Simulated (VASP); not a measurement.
B3P:

```xyz
4
Lattice="3.8789 0.0000 0.0000 -1.9395 3.3592 0.0000 0.0000 0.0000 3.7586" Properties=species:S:1:pos:R:3 pbc="T T T"
B     3.0776    0.4626    1.8793
B     1.9395    2.4340    1.8793
B     0.8013    0.4626    1.8793
P     0.0000    2.2395    1.8793
```

| Item | Value |
| --- | --- |
| Program | VASP 6.6.1 |
| Task | relaxation of cell and atoms |
| Functional | PBE |
| Potentials or basis | VASP PAW PBE potentials, release 64 (B, P) |
| Cutoff | 500 eV |
| k mesh | 6 × 6 × 4 |
| Occupations | gaussian, width 0.1 eV |
| Spin | no spin polarisation |

At the start: pressure 12.2 GPa; volume 12.24 Å³/atom.

Problem. Where does the relaxation end?

Solution. Over 4 steps the energy falls by 47.4 meV/atom and the volume is 12.88 Å³/atom (+5.2 %); space group P-6m2 (No. 187, to 0.05 Å).

Step by step:
```tsv
step	energy change (eV)	largest force (eV/Å)	pressure (GPa)	volume (Å³)
1	0.0000	1.4285	12.15	48.98
2	0.1570	1.0166	-12.03	55.78
3	-0.1892	0.0278	-0.58	51.62
4	-0.1896	0.0130	-0.16	51.51
```

Final structure:
```yaml
crystal:
  lattice:
    - [3.97721, 0.00000, 0.00000]
    - [-1.98860, 3.44436, 0.00000]
    - [0.00000, 0.00000, 3.75999]
  atoms:
    - { symbol: B, position: [0.85800, 0.14200, 0.50000] }
    - { symbol: B, position: [0.85800, 0.71599, 0.50000] }
    - { symbol: B, position: [0.28401, 0.14200, 0.50000] }
    - { symbol: P, position: [0.33333, 0.66667, 0.50000] }
```

Caveat: the k points lie up to 0.42 Å⁻¹ apart in the final cell; this functional lacks dispersion, which binds the layers, so the pressure and a relaxed spacing across them are unreliable.
